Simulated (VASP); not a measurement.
Si15C7, 22 atoms in the cell. The cell holds a disordered packing, 22 atoms: a = 7.051 Å, b = 7.452 Å, c = 6.943 Å, α = 85.54°, β = 91.29°, γ = 88.87°. 

* Program: VASP 6.6.1
* Task: single point
* Functional: PBE
* Potentials or basis: VASP PAW PBE potentials, release 64 (Si, C)
* Cutoff: 520 eV
* k mesh: 1 × 1 × 1, shifted
* Occupations: fermi-dirac, width 0.3447 eV
* Spin: no spin polarisation
* Dipole correction: no
* Mended: yes
* Further INCAR settings: LREAL = Auto; ALGO = Normal; EDIFF = 1e-06; NBANDS = 61; ISYM = -1

Potentials or basis: VASP PAW PBE potentials, release 64 (Si, C).

Launch:

```bash
$ cat potpaw_PBE.64/Si/POTCAR potpaw_PBE.64/C/POTCAR > POTCAR
$ mpirun -np 1 vasp_std > vasp.out
```

Hardware: 1 thread of Intel(R) Xeon(R) Platinum 8259CL CPU @ 2.50GHz (Skylake/Cascade Lake), on a shared host.

Question: How long does it take, and how much memory?

Answer: Run time: 61 s on 1 thread of Intel(R) Xeon(R) Platinum 8259CL CPU @ 2.50GHz (Skylake/Cascade Lake), with other jobs on the host, peak memory 0.36 GiB. Counts: scf iterations 17, k points 1.
